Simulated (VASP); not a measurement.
# AlN (F-43m) in VASP: further runs, part 3 of 3

VASP 6.6.1. The steps go on from the part before.

**6. Single point, PBE0**

This run uses another cell than the first one, of 10.42 Å³/atom, 0.943 times its volume.

Contents of POSCAR:

```
AlN
1.0
    0.0000000000      2.1839935596      2.1839935596
    2.1839935596      0.0000000000      2.1839935596
    2.1839935596      2.1839935596      0.0000000000
Al N
1 1
Direct
    0.0000000000      0.0000000000      0.0000000000
    0.2500000000      0.2500000000      0.2500000000
```

Contents of INCAR.step1:

```
SYSTEM = AlN
PREC = Accurate
ENCUT = 520
EDIFF = 1E-5
ISMEAR = -1
SIGMA = 0.05
LREAL = .FALSE.
LASPH = .TRUE.
NELM = 60
ALGO = Normal
ISIF = 2
LWAVE = .TRUE.
LCHARG = .FALSE.
NBANDS = 11
GGA = PE
```

Contents of INCAR.step2:

```
SYSTEM = AlN
PREC = Accurate
ENCUT = 520
EDIFF = 1E-7
ISMEAR = -1
SIGMA = 0.05
LREAL = .FALSE.
LASPH = .TRUE.
NELM = 60
ALGO = Normal
ISIF = 2
LWAVE = .FALSE.
LCHARG = .FALSE.
GGA = PE
LHFCALC = .TRUE.
AEXX = 0.25
PRECFOCK = Normal
NBANDS = 11
ISTART = 1
```

Contents of KPOINTS:

```
regular mesh
0
G
  8 8 8
  0 0 0
```

Potentials or basis: VASP PAW PBE potentials, release 64 (Al, N).

Launch:

```sh
$ cat potpaw_PBE.64/Al/POTCAR potpaw_PBE.64/N/POTCAR > POTCAR
$ cp INCAR.step1 INCAR
$ mpirun -np 1 vasp_std > vasp.out
$ cp INCAR.step2 INCAR
$ mpirun -np 1 vasp_std > vasp.out
```

OUTCAR:

```text
SYSTEM = AlN
   PREC = Accurate
   ENCUT = 520
   EDIFF = 1E-7
   ISMEAR = -1
   LREAL = .FALSE.
   LASPH = .TRUE.
   NELM = 60
   ISIF = 2
   GGA = PE
   LHFCALC = .TRUE.
   AEXX = 0.25
   PRECFOCK = Normal
   ISTART = 1

 ion  position               nearest neighbor table
   1  0.000  0.000  0.000-   2 1.89   2 1.89   2 1.89   2 1.89
   2  0.250  0.250  0.250-   1 1.89   1 1.89   1 1.89   1 1.89

  LATTYP: Found a face centered cubic cell.
 ALAT       =     4.3679871192

  Lattice vectors:

 A1 = (   0.0000000000,   2.1839935596,   2.1839935596)
 A2 = (   2.1839935596,   0.0000000000,   2.1839935596)
 A3 = (   2.1839935596,   2.1839935596,   0.0000000000)

Analysis of symmetry for initial positions (statically):
=====================================================================
 Subroutine PRICEL returns:
 Original cell was already a primitive cell.

 Routine SETGRP: Setting up the symmetry group for a
 face centered cubic supercell.

 Subroutine GETGRP returns: Found 24 space group operations
 (whereof 24 operations were pure point group operations)
 out of a pool of 48 trial point group operations.

The static configuration has the point symmetry T_d .

Analysis of symmetry for dynamics (positions and initial velocities):
=====================================================================
 Subroutine PRICEL returns:
 Original cell was already a primitive cell.

 Routine SETGRP: Setting up the symmetry group for a
 face centered cubic supercell.

 Subroutine GETGRP returns: Found 24 space group operations
 (whereof 24 operations were pure point group operations)
 out of a pool of 48 trial point group operations.

The dynamic configuration has the point symmetry T_d .

 Subroutine INISYM returns: Found 24 space group operations
 (whereof 24 operations are pure point group operations),
 and found     1 'primitive' translations

----------------------------------------------------------------------------------------
[... 127 lines left out ...]
   HFSCREENC=   0.0000 screening length for correlation (either q_TF or 0.3 A-1)
   ENCUTFOCK=  -1.0 apply spherical cutoff to Coloumb kernel
   IVDW    =     0    specifies the selected vdW correction
   LEPSILON=     F    determine dielectric tensor
   LRPA    =     F    only Hartree local field effects (RPA)
 non-spin polarized calculation
  energy-cutoff  :      520.00
  volume of cell :       20.83
 maximum number of plane-waves:       568
  NGX = 18; NGY = 18; NGZ = 18

 number of electron       8.0000000 magnetization

 Free energy of the ion-electron system (eV)
  ---------------------------------------------------
  ext. energy  EPLUGINS =         0.00000000
  ---------------------------------------------------
  free energy    TOTEN  =       -18.31719416 eV

  energy without entropy =      -18.31719416  energy(sigma->0) =      -18.31719416

 E-fermi :   5.7599     XC(G=0):  -8.6106

 val. band max:        4.6588092854   @ k =   0.0000   0.0000   0.0000
 cond. band min:       9.9519902207   @ k =   0.5000   0.5000   0.0000
 fundamental gap:      5.2931809353
 Fermi energy:         5.7599156375

 k-point     1 :       0.0000    0.0000    0.0000
  band No.  band energies     occupation
      1     -11.8542      2.00000
      2       4.6588      2.00000
      3       4.6588      2.00000
      4       4.6588      2.00000
      5      10.9428      0.00000
      6      19.6845      0.00000
      7      19.6845      0.00000
      8      19.6845      0.00000
      9      25.0488      0.00000
     10      25.0488      0.00000
     11      26.4314      0.00000
[... 309 lines left out ...]
 k-point    24 :      -0.3750    0.2500    0.1250
  band No.  band energies     occupation
      1      -9.3216      2.00000
      2      -0.9484      2.00000
      3       2.2251      2.00000
      4       3.4316      2.00000
      5      14.0109      0.00000
      6      16.2785      0.00000
      7      19.4680      0.00000
      8      19.9349      0.00000
      9      24.5732      0.00000
     10      26.2124      0.00000
     11      29.4891      0.00000

 [... further k-points ...]

------------------------ aborting loop because EDIFF is reached ----------------------------------------

  FORCE on cell =-STRESS in cart. coord.  units (eV):
  Direction    XX          YY          ZZ          XY          YZ          ZX
  --------------------------------------------------------------------------------------
  -------------------------------------------------------------------------------------
  Total       -0.0717411     -0.0717411     -0.0717411      0.0000000     -0.0000000      0.0000000
  in kB       -5.5168956     -5.5168956     -5.5168956      0.0000000     -0.0000000      0.0000000
  external PRESSURE =      -5.5168956 kB  Pullay stress =       0.0000000 kB

 VOLUME and BASIS-vectors are now :
 -----------------------------------------------------------------------------
  energy-cutoff  :      520.00
  volume of cell :       20.83
      direct lattice vectors                 reciprocal lattice vectors
     0.000000000  2.183993560  2.183993560    -0.228938404  0.228938404  0.228938404
     2.183993560  0.000000000  2.183993560     0.228938404 -0.228938404  0.228938404
     2.183993560  2.183993560  0.000000000     0.228938404  0.228938404 -0.228938404

 POSITION                                       TOTAL-FORCE (eV/Angst)
 -----------------------------------------------------------------------------------
      0.00000      0.00000      0.00000         0.000000      0.000000      0.000000
      1.09200      1.09200      1.09200        -0.000000     -0.000000     -0.000000
 -----------------------------------------------------------------------------------
    total drift:                                0.000000      0.000000      0.000000

  FREE ENERGIE OF THE ION-ELECTRON SYSTEM (eV)
  ---------------------------------------------------
  free  energy   TOTEN  =       -18.3171941577 eV

  energy  without entropy=      -18.3171941576  energy(sigma->0) =      -18.31719416
```

OUTCAR.step1:

```text
SYSTEM = AlN
   PREC = Accurate
   ENCUT = 520
   EDIFF = 1E-5
   ISMEAR = -1
   LREAL = .FALSE.
[... 557 lines left out ...]
      0.00000      0.00000      0.00000        -0.000000     -0.000000     -0.000000
      1.09200      1.09200      1.09200         0.000000      0.000000      0.000000
 -----------------------------------------------------------------------------------
    total drift:                                0.000000      0.000000      0.000000

  FREE ENERGIE OF THE ION-ELECTRON SYSTEM (eV)
  ---------------------------------------------------
  free  energy   TOTEN  =       -14.8403371890 eV

  energy  without entropy=      -14.8403371890  energy(sigma->0) =      -14.84033719
```

It took 32 min on 1 thread of Intel Xeon 6975P-C, shared host; peak memory 0.16 GiB.

What came out:

| Property | Result |
| --- | --- |
| Free energy | -18.3172 eV |
| Pressure | -0.6 GPa |
| Band gap on the k mesh | 5.29 eV, indirect (least direct gap 6.28 eV) |

Caveat: the PAW data sets were made with another functional, which shifts forces and pressure a little. A k mesh can miss the band edges.

**7. The runs side by side**

| task | level | cell | k mesh | cutoff (eV) | grid for exact exchange (PRECFOCK) | screening parameter | gap on the mesh (eV) | pressure (GPa) |
| --- | --- | --- | --- | --- | --- | --- | --- | --- |
| single point | r2SCAN+D3(BJ) | a = 3.149 Å, angles 60.0°, 2 atoms | 10 × 10 × 10 | 520 | - | - | 3.89 | -12.9 |
| single point | PBE | a = 3.089 Å, angles 60.0°, 2 atoms | 14 × 14 × 14 | 520 | - | - | 3.32 | 4.6 |
| relaxation of cell and atoms | r2SCAN | relaxed from a = 3.089 Å, angles 60.0°, 2 atoms | 10 × 10 × 10 | 600 | - | - | 3.93 | -0.1 |
| single point | HSE06 | a = 3.089 Å, angles 60.0°, 2 atoms | 8 × 8 × 8 | 520 | Normal | 0.2079 1/Å | 4.55 | -0.5 |
| single point | PBE0 | a = 3.089 Å, angles 60.0°, 2 atoms | 8 × 8 × 8 | 520 | Normal | - | 5.29 | -0.6 |

Alike in all rows: potentials or basis VASP PAW PBE potentials, release 64 (Al, N); no spin polarisation; smearing fermi-dirac 0.05 eV.

Caveats: the PAW data sets were made with another functional, which shifts forces and pressure a little (some runs); the relaxation stopped at its first step, so nothing moved (some runs).

Total energies depend on the potentials used, so only differences within one code and one set of settings carry meaning.
